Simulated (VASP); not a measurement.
Lu3NbF, 5 atoms in the cell. The structure is cubic, space group Pm-3m (No. 221). The conventional cell has a = 4.691 Å, b = 4.691 Å, c = 4.691 Å, α = 90.00°, β = 90.00°, γ = 90.00°. Lu (site symmetry 4/mmm) has 2 F at 2.35 Å within 3.1 Å. Nb (site symmetry m-3m) has 12 Lu at 3.32 Å and 8 F at 4.06 Å within 4.4 Å. F (site symmetry m-3m) has 6 Lu at 2.35 Å within 3.1 Å. The cell was built from a structure type or drawn by symmetry, and may not be a known phase.

* Program: VASP 6.6.1
* Task: single point
* Functional: PBE
* Potentials or basis: VASP PAW PBE potentials, release 64 (Lu, Nb_sv, F)
* Cutoff: 520 eV
* k mesh: 4 × 4 × 4
* Occupations: gaussian, width 0.1 eV
* Spin: no spin polarisation
* Dipole correction: no
* Further INCAR settings: ALGO = Normal; EDIFF = 1e-06; NBANDS = 56

Potentials or basis: VASP PAW PBE potentials, release 64 (Lu, Nb_sv, F).

Command:

```sh
$ cat potpaw_PBE.64/Lu/POTCAR potpaw_PBE.64/Nb_sv/POTCAR potpaw_PBE.64/F/POTCAR > POTCAR
$ mpirun -np 1 vasp_std > vasp.out
```

Hardware: 1 thread of Intel Xeon 8259CL (shared host).

Task: How long does it take, and how much memory?

Result: It took 110 s on 1 thread of Intel Xeon 8259CL, on a shared host, peak memory 0.24 GiB. Counts: scf iterations 15, k points 10.
